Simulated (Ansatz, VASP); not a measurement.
Given: the input of a run of Ansatz 0.2.0 on CuO.

input.yaml

```yaml
crystal:
  lattice:
    - [0.0, -2.0733527743, -2.0733527743]
    - [-2.0733527743, 0.0, -2.0733527743]
    - [2.0733527743, 2.0733527743, -4.1467055485]
  atoms:
    - { symbol: Cu, position: [0.50388754, 0.47698801, 0.4880064] }
    - { symbol: Cu, position: [0.00388754, 0.97698801, 0.9880064] }
    - { symbol: O, position: [0.74611246, 0.77301199, 0.7619936] }
    - { symbol: O, position: [0.24611246, 0.27301199, 0.2619936] }
hamiltonian:
  xc: blyp
  pseudopotentials: { kind: paw }
kpoints:
  mp_grid: { grid: [10, 10, 6] }
scf:
  occupations: { method: fermi_dirac, width: 0.05 }
output:
  forces: true
  stress: true
  eigenvalues: true
```

Potentials or basis: Ansatz PAW.

The run is started by

```bash
$ ansatz run input.yaml --threads 2 --pin off --max-ram 5632MiB --backend cpu --events-out ev --progress --plain --runs-dir out
```

Question: Translate it to VASP 6.6.1. Potentials there: VASP PAW PBE potentials, release 64 (Cu, O).

Answer: As run (the cutoff follows the program's own potentials):

INCAR

```
PREC = Accurate
ENCUT = 520
EDIFF = 1E-7
ISMEAR = -1
SIGMA = 0.05
LREAL = False
LASPH = True
NELM = 100
ALGO = Normal
ISIF = 2
LWAVE = False
LCHARG = False
GGA = B5
ALDAX = 1.0
AGGAX = 1.0
AGGAC = 1.0
ALDAC = 0.0
NBANDS = 25
```

File KPOINTS:

```
Automatic mesh
0
Gamma
  10 10 6
```

The input POSCAR:

```
CuO
1.0
    0.0000000000     -2.0733527743     -2.0733527743
   -2.0733527743      0.0000000000     -2.0733527743
    2.0733527743      2.0733527743     -4.1467055485
Cu O
2 2
Direct
    0.5038875400      0.4769880100      0.4880064000
    0.0038875400      0.9769880100      0.9880064000
    0.7461124600      0.7730119900      0.7619936000
    0.2461124600      0.2730119900      0.2619936000
```

Potentials or basis: VASP PAW PBE potentials, release 64 (Cu, O).

Command:

```sh
$ cat potpaw_PBE.64/Cu/POTCAR potpaw_PBE.64/O/POTCAR > POTCAR
$ mpirun -np 1 vasp_std > vasp.out
```

Both were run:

|  | VASP | Ansatz | Ansatz less VASP |
| --- | --- | --- | --- |
| gap on the k mesh at the Fermi level (eV) | none | none | - |
| rms of the force components (eV/Å) | 0.970 | 0.928 | -0.0425 |

VASP's potentials were made for PBE, not for BLYP. Atom by atom the forces differ by 0.043 eV/Å (rms over components). A gap of «none» marks a metal or a gap that the smearing closes. VASP's potentials hold 34 valence electrons a cell and Ansatz's 50, so a difference there can come from the potentials and not from the codes.
